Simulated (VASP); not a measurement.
Crystal: NaF.

```
CELL_PARAMETERS angstrom
2.79349 0.00000 0.00000
0.00000 2.79349 0.00000
0.00000 0.00000 2.79349
ATOMIC_POSITIONS crystal
Na 0.00000 0.00000 0.00000
F 0.50000 0.50000 0.50000
```

Base run:

```yaml
Program: VASP 6.6.1
Functional: r2SCAN
Potentials_or_basis: VASP PAW PBE potentials, release 64 (Na_pv, F)
Cutoff: 520 eV
k_mesh: 6 × 6 × 6
Occupations: gaussian, width 0.01 eV
Spin: no spin polarisation
```

Its results: band gap on the k mesh 7.12 eV, indirect (least direct gap 7.45 eV); pressure -0.8 GPa.

**Question.** The run is repeated on the same cell with these changes: functional from r2SCAN to PBE; k mesh from 6 × 6 × 6 to 8 × 8 × 8. What comes out?

**Answer.** Band gap on the k mesh 6.11 eV, indirect (least direct gap 6.45 eV); pressure 4.2 GPa.

Several settings changed at once, so the effect can't be laid on one alone.

Caveats: the PAW data sets were made with another functional, which shifts forces and pressure a little (some runs).

A k mesh can miss the band edges.
